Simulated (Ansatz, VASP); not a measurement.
InSb in VASP and in Ansatz

File INCAR:

```
SYSTEM = InSb
PREC = Accurate ; ENCUT = 520
EDIFF = 1E-6 ; ISMEAR = 0
SIGMA = 0.15 ; LREAL = .FALSE.
LASPH = .TRUE. ; NELM = 60
ALGO = Normal ; ISIF = 2
LWAVE = .FALSE. ; LCHARG = .TRUE.
GGA = PE ; LELF = .TRUE.
LVHAR = .TRUE. ; NBANDS = 16
```

Contents of KPOINTS:

```
Automatic mesh
0
G
  12 12 12
  0 0 0
```

Contents of POSCAR:

```
InSb
1.0
    0.0000000000      3.3005947703      3.0751837979
    2.8497728255      0.0000000000      3.0751837979
    2.8497728255      3.3005947703      0.0000000000
In Sb
1 1
Direct
    0.0000000000      0.0000000000      0.0000000000
    0.5000000000      0.5000000000      0.5000000000
```

Input for Ansatz:

```yaml
crystal:
  lattice:
    - [0.0, 3.3005947703, 3.0751837979]
    - [2.8497728255, 0.0, 3.0751837979]
    - [2.8497728255, 3.3005947703, 0.0]
  atoms:
    - { symbol: In, position: [0.0, 0.0, 0.0] }
    - { symbol: Sb, position: [0.5, 0.5, 0.5] }
basis:
  ecutwfc: 420
kpoints:
  mp_grid: { grid: [12, 12, 12] }
hamiltonian:
  xc: pbe
  pseudopotentials: { kind: paw, azcp: { folder: soft_1 } }
scf:
  occupations: { method: gaussian, width: 0.15 }
output:
  forces: true
  stress: true
  eigenvalues: true
  write_density: true
  write_potential: true
  elf: true
  volumetric_format: npy
```

Change from the starting cell: strain +e along x and -e along y -0.0733, strain +e along z and -e/2 along x and y +0.0000.

Alike in both runs: task single point; functional PBE; k mesh 12 × 12 × 12; occupations gaussian, width 0.15 eV; no spin polarisation.

```csv
,VASP,Ansatz
version,VASP 6.6.1,Ansatz 0.2.0
potentials or method,"VASP PAW PBE potentials, release 64 (In_d, Sb), cutoff 520 eV","scalar-relativistic, plane waves, PAW"
valence electrons in the cell,18,28
```

```tsv
	VASP	Ansatz	Ansatz less VASP
gap on the k mesh at the Fermi level (eV)	none	none	-
pressure (GPa)	2.0	2.1	+0.04
traceless stress, the component that is largest in VASP (GPa)	7.46	7.47	+0.018
```

A gap of «none» marks a metal or a gap that the smearing closes. VASP's potentials hold 18 valence electrons a cell and Ansatz's 28, so a difference there can come from the potentials and not from the codes.

Neither program's run includes spin-orbit coupling.
